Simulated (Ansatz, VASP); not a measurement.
**Two plane-wave programs on BiCl3**

```
CELL_PARAMETERS angstrom
12.26000 0.00000 0.00000
0.00000 12.77000 0.00000
0.00000 0.00000 10.17000
ATOMIC_POSITIONS crystal
Bi 0.45573 0.49986 0.55762
Cl 0.63310 0.49986 0.44248
Cl 0.36705 0.64733 0.44248
Cl 0.36705 0.35239 0.44248
```

Alike in both runs: task single point; functional PBE; k mesh 1 × 1 × 1; occupations gaussian, width 0.01 eV; no spin polarisation.

|  | VASP | Ansatz |
| --- | --- | --- |
| version | VASP 6.6.1 | Ansatz 0.2.0 |
| potentials or method | VASP PAW PBE potentials, release 64 (Bi_d, Cl), cutoff 520 eV | scalar-relativistic, plane waves, PAW |
| valence electrons in the cell | 36 | 36 |

Ansatz gave:

```
gap on the k mesh at the Fermi level (eV) : 4.29
rms of the force components (eV/Å)        : 0.092
```

Task: Which values does VASP return?

Result: gap on the k mesh at the Fermi level (eV): 4.29; rms of the force components (eV/Å): 0.096.

Atom by atom the forces differ by 0.005 eV/Å (rms over components). Ansatz's warnings: structure snapped to symmetry.

Neither program's run includes spin-orbit coupling.
